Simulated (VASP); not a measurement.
# NaHF2 (R-3m) in VASP: notebook

NaHF2 is run at these levels: PBEsol; tasks: single point.

All numbers are computed with VASP 6.6.1; they aren't measurements. Logs are shortened: lines on timing, memory, paths and dates and some standing lists are left out, and cuts for length are marked.

## Step 1: The cell of the first run

Symmetry: R-3m, No. 166, trigonal system. The conventional cell has a = 3.284 Å, b = 3.284 Å, c = 13.221 Å, α = 90.00°, β = 90.00°, γ = 120.00°. Within 2.8 Å of Na (site symmetry -3m) lie 6 F at 2.15 Å. Within 1.6 Å of H (site symmetry -3m) lie 2 F at 1.19 Å. Within 1.6 Å of F (site symmetry 3m) lie 1 H at 1.19 Å.

## Step 2: Single point, PBEsol (strain -0.050 along x and y, -0.050 along z)

INCAR reads:

```
SYSTEM = NaHF2
PREC     = Accurate       ! precision mode
ENCUT    = 520            ! plane-wave cutoff, eV
EDIFF    = 1E-6           ! SCF threshold, eV
ISMEAR   = 0              ! smearing method
SIGMA    = 0.05           ! smearing width, eV
LREAL    = .FALSE.        ! projectors in reciprocal space
LASPH    = .TRUE.         ! aspherical terms in the spheres
NELM     = 60             ! most SCF steps
ALGO     = Normal         ! electronic algorithm
ISIF     = 2              ! what is computed and relaxed
LWAVE    = .FALSE.        ! write WAVECAR
LCHARG   = .FALSE.        ! write CHGCAR
GGA      = PS             ! functional
NBANDS   = 19             ! bands
```

KPOINTS reads:

```
regular mesh
0
G
  9 9 9
  0 0 0
```

POSCAR reads:

```
NaHF2
1.0
    1.6420229563      0.9480223958      4.4069271639
   -1.6420229563      0.9480223958      4.4069271639
    0.0000000000     -1.8960447916      4.4069271639
Na H F
1 1 2
Direct
    0.0000000000      0.0000000000      0.0000000000
    0.5000000000      0.5000000000      0.5000000000
    0.4100000000      0.4100000000      0.4100000000
    0.5900000000      0.5900000000      0.5900000000
```

Potentials or basis: VASP PAW PBE potentials, release 64 (Na_pv, H, F).

Started as:

```
$ cat potpaw_PBE.64/Na_pv/POTCAR potpaw_PBE.64/H/POTCAR potpaw_PBE.64/F/POTCAR > POTCAR
$ mpirun -np 1 vasp_std > vasp.out
```

OUTCAR:

```text
SYSTEM = NaHF2
   PREC = Accurate
   ENCUT = 520
   EDIFF = 1E-6
   ISMEAR = 0
   LREAL = .FALSE.
   LASPH = .TRUE.
   NELM = 60
   ISIF = 2
   GGA = PS

 ion  position               nearest neighbor table
   1  0.000  0.000  0.000-   4 2.15   3 2.15   4 2.15   4 2.15   3 2.15   3 2.15
   2  0.500  0.500  0.500-   3 1.19   4 1.19
   3  0.410  0.410  0.410-   2 1.19   1 2.15   1 2.15   1 2.15
   4  0.590  0.590  0.590-   2 1.19   1 2.15   1 2.15   1 2.15

  LATTYP: Found a trigonal (rhomboedric) cell.
 ALAT       =     4.7974986066
 COS(alpha) =     0.7657073147

  Lattice vectors:

 A1 = (   1.6420229563,   0.9480223958,   4.4069271639)
 A2 = (  -1.6420229563,   0.9480223958,   4.4069271639)
 A3 = (   0.0000000000,  -1.8960447916,   4.4069271639)

Analysis of symmetry for initial positions (statically):
=====================================================================
 Subroutine PRICEL returns:
 Original cell was already a primitive cell.

 Routine SETGRP: Setting up the symmetry group for a
 trigonal (rhombohedral) supercell.

 Subroutine GETGRP returns: Found 12 space group operations
 (whereof 12 operations were pure point group operations)
 out of a pool of 12 trial point group operations.

The static configuration has the point symmetry D_3d.

Analysis of symmetry for dynamics (positions and initial velocities):
=====================================================================
 Subroutine PRICEL returns:
 Original cell was already a primitive cell.

 Routine SETGRP: Setting up the symmetry group for a
 trigonal (rhombohedral) supercell.

 Subroutine GETGRP returns: Found 12 space group operations
 (whereof 12 operations were pure point group operations)
 out of a pool of 12 trial point group operations.

The dynamic configuration has the point symmetry D_3d.

 Subroutine INISYM returns: Found 12 space group operations
 (whereof 12 operations are pure point group operations),
 and found     1 'primitive' translations

----------------------------------------------------------------------------------------

                                     Primitive cell

  volume of cell :      41.1609

  direct lattice vectors                    reciprocal lattice vectors
     1.642022956  0.948022396  4.406927164     0.304502442  0.175804567  0.075638494
    -1.642022956  0.948022396  4.406927164    -0.304502442  0.175804567  0.075638494
     0.000000000 -1.896044792  4.406927164     0.000000000 -0.351609134  0.075638494

  length of vectors
     4.797498607  4.797498607  4.797498607     0.359652839  0.359652839  0.359652839

  position of ions in fractional coordinates (direct lattice)
     0.000000000  0.000000000  0.000000000
     0.500000000  0.500000000  0.500000000
     0.410000000  0.410000000  0.410000000
     0.590000000  0.590000000  0.590000000

  ion indices of the primitive-cell ions
   primitive index   ion index
                 1           1
                 2           2
                 3           3
                 4           4

----------------------------------------------------------------------------------------

 KPOINTS: regular mesh

Automatic generation of k-mesh.
 Grid dimensions read from file:
 generate k-points for:    9    9    9

 Generating k-lattice:

  Cartesian coordinates                     Fractional coordinates (reciprocal lattice)
     0.033833605  0.019533841  0.008404277     0.111111111  0.000000000  0.000000000
    -0.033833605  0.019533841  0.008404277     0.000000000  0.111111111  0.000000000
     0.000000000 -0.039067682  0.008404277     0.000000000  0.000000000  0.111111111

  Length of vectors
     0.039961427  0.039961427  0.039961427

  Shift w.r.t. Gamma in fractional coordinates (k-lattice)
     0.000000000  0.000000000  0.000000000

 Subroutine IBZKPT returns following result:
 ===========================================

 Found     85 irreducible k-points:

 Following reciprocal coordinates:
            Coordinates               Weight
  0.000000  0.000000  0.000000      1.000000
  0.111111 -0.000000  0.000000      6.000000
  0.222222 -0.000000  0.000000      6.000000
  0.333333  0.000000  0.000000      6.000000
  0.444444 -0.000000  0.000000      6.000000
  0.111111  0.111111  0.000000      6.000000
[... 16 lines left out ...]
 -0.333333  0.333333  0.000000      6.000000
  0.444444  0.444444  0.000000      6.000000
 [... further k-points ...]
   k-points           NKPTS =     85   k-points in BZ     NKDIM =     85   number of bands    NBANDS=     19
   number of dos      NEDOS =    301   number of ions     NIONS =      4
   total plane-waves  NPLWV =  46656
   dimension x,y,z NGX =    36 NGY =   36 NGZ =   36
   dimension x,y,z NGXF=    72 NGYF=   72 NGZF=   72
   ions per type =               1   1   2
   NGX,Y,Z   is equivalent  to a cutoff of  12.47, 12.47, 12.47 a.u.
   NGXF,Y,Z  is equivalent  to a cutoff of  24.95, 24.95, 24.95 a.u.
 SYSTEM =  NaHF2
   PREC   = accura    normal or accurate (medium, high low for compatibility)
   ISTART =      0    job   : 0-new  1-cont  2-samecut
   ICHARG =      2    charge: 1-file 2-atom 10-const
   ISPIN  =      1    spin polarized calculation?
   LNONCOLLINEAR =      F non collinear calculations
   LSORBIT =      F    spin-orbit coupling
   LASPH  =      T    aspherical Exc in radial PAW
   ENCUT  =  520.0 eV  38.22 Ry    6.18 a.u.   8.92  8.92  8.92*2*pi/ulx,y,z
   NELM   =     60;   NELMIN=  2; NELMDL= -5     # of ELM steps
   EDIFF  = 0.1E-05   stopping-criterion for ELM
   LREAL  =      F    real-space projection
   EDIFFG = 0.1E-04   stopping-criterion for IOM
   NSW    =      0    number of steps for IOM
   IBRION =     -1    ionic relax: 0-MD 1-quasi-New 2-CG
   NFREE  =      0    steps in history (QN), initial steepest desc. (CG)
   ISIF   =      2    stress and relaxation
   ISYM   =      2    0-nonsym 1-usesym 2-fastsym
   POTIM  = 0.5000    time-step for ionic-motion
   TEBEG  =    0.0;   TEEND  =   0.0 temperature during run
   PSTRESS=    0.0 pullay stress
   NELECT =      22.0000    total number of electrons
   NUPDOWN=      -1.0000    fix difference up-down
   EMIN   =  10.00;   EMAX   =-10.00  energy-range for DOS
   EFERMI =   0.00;   METHOD = LEGACY
   ISMEAR =     0;   SIGMA  =   0.05  broadening in eV -4-tet -1-fermi 0-gaus
   EFERMI_NEDOS =   21; number of points for ismear=-14 and -15
   IALGO  =     38    algorithm
   IMIX   =      4    mixing-type and parameters
     AMIX     =   0.40;   BMIX     =  1.00
     AMIX_MAG =   1.60;   BMIX_MAG =  1.00
  volume/ion in A,a.u.               =      10.29        69.44
  Fermi-wavevector in a.u.,A,eV,Ry     =   1.328579  2.510650 24.015948  1.765122
  Thomas-Fermi vector in A             =   2.457806
   LORBIT       =      0    0 simple, 1 ext, 2 COOP (PROOUT), +10 PAW based schemes
   GGA     = PS    functional components
   LHFCALC =     F    Hartree Fock is set to
   AEXX    =    0.0000 exact exchange contribution
   IVDW    =     0    specifies the selected vdW correction
   LEPSILON=     F    determine dielectric tensor
   LRPA    =     F    only Hartree local field effects (RPA)
 non-spin polarized calculation
 Gauss-broadening in eV      SIGMA  =   0.05
  energy-cutoff  :      520.00
  volume of cell :       41.16
 maximum number of plane-waves:      1125
   NGX = 17   NGY = 17   NGZ = 17

 number of electron      22.0000010 magnetization

 Free energy of the ion-electron system (eV)
  ---------------------------------------------------
  ext. energy  EPLUGINS =         0.00000000
  ---------------------------------------------------
  free energy    TOTEN  =       -17.42238010 eV

  energy without entropy =      -17.42238010  energy(sigma->0) =      -17.42238010

 E-fermi :  -3.1083     XC(G=0):  -8.9300

 val. band max:       -3.3082196138   @ k =   0.4444   0.4444   0.4444
 cond. band min:       3.8796647008   @ k =   0.0000   0.0000   0.0000
 fundamental gap:      7.1878843146
 Fermi energy:        -3.1082856981

 k-point     1 :       0.0000    0.0000    0.0000
  band No.  band energies     occupation
      1     -23.7107      2.00000
      2     -22.7825      2.00000
      3     -20.9221      2.00000
      4     -20.9221      2.00000
      5     -20.6586      2.00000
      6      -8.3118      2.00000
[... 11 lines left out ...]
     18      19.5239      0.00000
     19      19.5239      0.00000

 k-point     2 :       0.1111   -0.0000    0.0000
  band No.  band energies     occupation
      1     -23.7172      2.00000
      2     -22.7569      2.00000
      3     -20.9265      2.00000
      4     -20.9021      2.00000
      5     -20.6905      2.00000
      6      -8.2512      2.00000
[... 11 lines left out ...]
     18      18.5292      0.00000
     19      19.3519      0.00000

 k-point     3 :       0.2222   -0.0000    0.0000
  band No.  band energies     occupation
      1     -23.7333      2.00000
      2     -22.6874      2.00000
      3     -20.9376      2.00000
      4     -20.8655      2.00000
      5     -20.7614      2.00000
      6      -8.0935      2.00000
[... 11 lines left out ...]
     18      16.9468      0.00000
     19      19.1317      0.00000

 k-point     4 :       0.3333    0.0000    0.0000
  band No.  band energies     occupation
      1     -23.7507      2.00000
      2     -22.6005      2.00000
      3     -20.9501      2.00000
      4     -20.9206      2.00000
      5     -20.7542      2.00000
      6      -7.9056      2.00000
[... 407 lines left out ...]
     18      17.7663      0.00000
     19      18.9026      0.00000

 k-point    23 :      -0.3333    0.3333    0.0000
  band No.  band energies     occupation
      1     -23.5947      2.00000
      2     -22.8111      2.00000
      3     -20.9961      2.00000
      4     -20.8368      2.00000
      5     -20.7229      2.00000
      6      -7.6515      2.00000
[... 11 lines left out ...]
     18      17.8543      0.00000
     19      18.1577      0.00000

 k-point    24 :       0.4444    0.4444    0.0000
  band No.  band energies     occupation
      1     -23.4555      2.00000
      2     -23.0059      2.00000
      3     -20.9992      2.00000
      4     -20.9588      2.00000
      5     -20.5509      2.00000
      6      -7.6328      2.00000
[... 11 lines left out ...]
     18      18.1343      0.00000
     19      19.0320      0.00000

 [... further k-points ...]
[... 5 lines left out ...]
  --------------------------------------------------------------------------------------
  -------------------------------------------------------------------------------------
  Total        2.3119864      2.3119864     -0.6696732      0.0000000      0.0000000      0.0000000
  in kB       89.9934522     89.9934522    -26.0668486      0.0000000      0.0000000      0.0000000
  external PRESSURE =      51.3066853 kB  Pullay stress =       0.0000000 kB

 VOLUME and BASIS-vectors are now :
 -----------------------------------------------------------------------------
  energy-cutoff  :      520.00
  volume of cell :       41.16
      direct lattice vectors                 reciprocal lattice vectors
     1.642022956  0.948022396  4.406927164     0.304502442  0.175804567  0.075638494
    -1.642022956  0.948022396  4.406927164    -0.304502442  0.175804567  0.075638494
     0.000000000 -1.896044792  4.406927164     0.000000000 -0.351609134  0.075638494

 POSITION                                       TOTAL-FORCE (eV/Angst)
 -----------------------------------------------------------------------------------
      0.00000      0.00000      0.00000        -0.000000      0.000000      0.000000
      0.00000      0.00000      6.61039         0.000000      0.000000      0.000000
      0.00000      0.00000      5.42052        -0.000000     -0.000000      1.896776
      0.00000      0.00000      7.80026        -0.000000      0.000000     -1.896776
 -----------------------------------------------------------------------------------
    total drift:                               -0.000000      0.000000      0.000000

  FREE ENERGIE OF THE ION-ELECTRON SYSTEM (eV)
  ---------------------------------------------------
  free  energy   TOTEN  =       -17.4223801002 eV

  energy  without entropy=      -17.4223801002  energy(sigma->0) =      -17.42238010
```

It took 44 s on 1 thread of Intel Xeon 6975P-C (Granite Rapids), shared host; peak memory 0.23 GiB.

What came out:

```yaml
Free_energy: -17.4224 eV
Pressure: 5.1 GPa
Largest_force: 1.897 eV/Å
Band_gap_on_the_k_mesh: 7.19 eV, indirect (least direct gap 7.41 eV)
```

Forces in eV/Å, atoms in the order of the input:
```
Na   0.000  0.000  0.000
H    0.000  0.000  0.000
F    0.000  0.000  1.897
F    0.000  0.000 -1.897
```

Stress tensor (GPa, compression positive):
```
 9.00  0.00  0.00
 0.00  9.00  0.00
 0.00  0.00 -2.61
```

Caveat: the cell differs from its parent crystal (strain -0.050 along x and y, -0.050 along z); the PAW data sets were made with another functional, which shifts forces and pressure a little. A k mesh can miss the band edges.

## Step 3: Single point, PBEsol (strain -0.050 along x and y, +0.000 along z)

INCAR reads:

```
PREC = Accurate
ENCUT = 520
EDIFF = 1E-6
ISMEAR = 0
SIGMA = 0.05
LREAL = False
LASPH = True
NELM = 80
ALGO = Normal
ISIF = 2
LWAVE = False
LCHARG = True
GGA = PS
LELF = True
LVHAR = True
NBANDS = 19
```

KPOINTS reads:

```
Automatic mesh
0
Gamma
  9 9 9
```

POSCAR reads:

```
NaHF2
1.0
    1.6420229563      0.9480223958      4.6388706988
   -1.6420229563      0.9480223958      4.6388706988
    0.0000000000     -1.8960447916      4.6388706988
Na H F
1 1 2
Direct
    0.0000000000      0.0000000000      0.0000000000
    0.5000000000      0.5000000000      0.5000000000
    0.4100000000      0.4100000000      0.4100000000
    0.5900000000      0.5900000000      0.5900000000
```

Potentials or basis: VASP PAW PBE potentials, release 64 (Na_pv, H, F).

Started as:

```
$ cat potpaw_PBE.64/Na_pv/POTCAR potpaw_PBE.64/H/POTCAR potpaw_PBE.64/F/POTCAR > POTCAR
$ mpirun -np 1 vasp_std > vasp.out
```

OUTCAR:

```text
PREC = Accurate
   ENCUT = 520
   EDIFF = 1E-6
   ISMEAR = 0
   LREAL = False
   LASPH = True
   NELM = 80
   ISIF = 2
   GGA = PS

 ion  position               nearest neighbor table
   1  0.000  0.000  0.000-   4 2.18   3 2.18   4 2.18   4 2.18   3 2.18   3 2.18
   2  0.500  0.500  0.500-   3 1.25   4 1.25
   3  0.410  0.410  0.410-   2 1.25   1 2.18   1 2.18   1 2.18
   4  0.590  0.590  0.590-   2 1.25   1 2.18   1 2.18   1 2.18

  LATTYP: Found a trigonal (rhomboedric) cell.
 ALAT       =     5.0113977304
[... 720 lines left out ...]
     19      18.3999      0.00000

 [... further k-points ...]
[... 5 lines left out ...]
  --------------------------------------------------------------------------------------
  -------------------------------------------------------------------------------------
  Total        1.8353556      1.8353556     -3.8316374      0.0000000      0.0000000      0.0000000
  in kB       67.8686881     67.8686881   -141.6881879      0.0000000      0.0000000      0.0000000
  external PRESSURE =      -1.9836039 kB  Pullay stress =       0.0000000 kB

 VOLUME and BASIS-vectors are now :
 -----------------------------------------------------------------------------
  energy-cutoff  :      520.00
  volume of cell :       43.33
      direct lattice vectors                 reciprocal lattice vectors
     1.642022956  0.948022396  4.638870699     0.304502442  0.175804567  0.071856569
    -1.642022956  0.948022396  4.638870699    -0.304502442  0.175804567  0.071856569
     0.000000000 -1.896044792  4.638870699     0.000000000 -0.351609134  0.071856569

 POSITION                                       TOTAL-FORCE (eV/Angst)
 -----------------------------------------------------------------------------------
      0.00000      0.00000      0.00000         0.000000      0.000000     -0.000000
      0.00000      0.00000      6.95831        -0.000000      0.000000      0.000000
      0.00000      0.00000      5.70581         0.000000     -0.000000      2.643617
      0.00000      0.00000      8.21080         0.000000      0.000000     -2.643617
 -----------------------------------------------------------------------------------
    total drift:                                0.000000      0.000000     -0.000000

  FREE ENERGIE OF THE ION-ELECTRON SYSTEM (eV)
  ---------------------------------------------------
  free  energy   TOTEN  =       -17.3089518866 eV

  energy  without entropy=      -17.3089518866  energy(sigma->0) =      -17.30895189
```

It took 73 s on 1 thread of Intel Xeon 6975P-C (Granite Rapids), shared host; peak memory 0.26 GiB.

Results:

```
Free energy            : -17.3090 eV
Pressure               : -0.2 GPa
Largest force          : 2.644 eV/Å
Band gap on the k mesh : 6.82 eV, indirect (least direct gap 7.10 eV)
```

Forces on the atoms (eV/Å):
```
Na   0.000  0.000  0.000
H    0.000  0.000  0.000
F    0.000  0.000  2.644
F    0.000  0.000 -2.644
```

Caveat: the cell differs from its parent crystal (strain -0.050 along x and y, +0.000 along z); the PAW data sets were made with another functional, which shifts forces and pressure a little. A k mesh can miss the band edges.

## Step 4: Single point, PBEsol (strain -0.050 along x and y, +0.050 along z)

INCAR reads:

```
SYSTEM = NaHF2
PREC = Accurate ; ENCUT = 520
EDIFF = 1E-6 ; ISMEAR = 0
SIGMA = 0.05 ; LREAL = .FALSE.
LASPH = .TRUE. ; NELM = 80
ALGO = Normal ; ISIF = 2
LWAVE = .FALSE. ; LCHARG = .TRUE.
GGA = PS ; LELF = .TRUE.
LVHAR = .TRUE. ; NBANDS = 19
```

KPOINTS reads:

```
regular mesh
0
G
  9 9 9
  0 0 0
```

POSCAR reads:

```
NaHF2
1.0
    1.6420229563      0.9480223958      4.8708142337
   -1.6420229563      0.9480223958      4.8708142337
    0.0000000000     -1.8960447916      4.8708142337
Na H F
1 1 2
Direct
    0.0000000000      0.0000000000      0.0000000000
    0.5000000000      0.5000000000      0.5000000000
    0.4100000000      0.4100000000      0.4100000000
    0.5900000000      0.5900000000      0.5900000000
```

Started as:

```
$ cat potpaw_PBE.64/Na_pv/POTCAR potpaw_PBE.64/H/POTCAR potpaw_PBE.64/F/POTCAR > POTCAR
$ mpirun -np 1 vasp_std > vasp.out
```

It took 72 s on 1 thread of Intel Xeon 6975P-C (Granite Rapids), shared host; peak memory 0.26 GiB.

Results (log left out):

* Free energy: -17.0654 eV
* Pressure: -4.0 GPa
* Largest force: 3.038 eV/Å
* Band gap on the k mesh: 6.37 eV, indirect (least direct gap 6.57 eV)

Forces in eV/Å, atoms in the order of the input:
```
Na   0.000  0.000  0.000
H    0.000  0.000  0.000
F    0.000  0.000  3.038
F    0.000  0.000 -3.038
```

Stress tensor (GPa, compression positive):
```
  5.05   0.00   0.00
  0.00   5.05   0.00
  0.00   0.00 -22.02
```

Levels at points of the mesh, in eV from the valence-band top:
```tsv
k point	band 7	band 8	band 9	band 10	band 11	band 12	band 13	band 14	band 15	band 16
(0.00, 0.00, 0.00)	-0.47	-0.28	-0.28	-0.20	-0.20	6.37	13.03	13.19	15.36	20.39
```

Caveat: the cell differs from its parent crystal (strain -0.050 along x and y, +0.050 along z); the PAW data sets were made with another functional, which shifts forces and pressure a little.

[end of part 1 of 2]
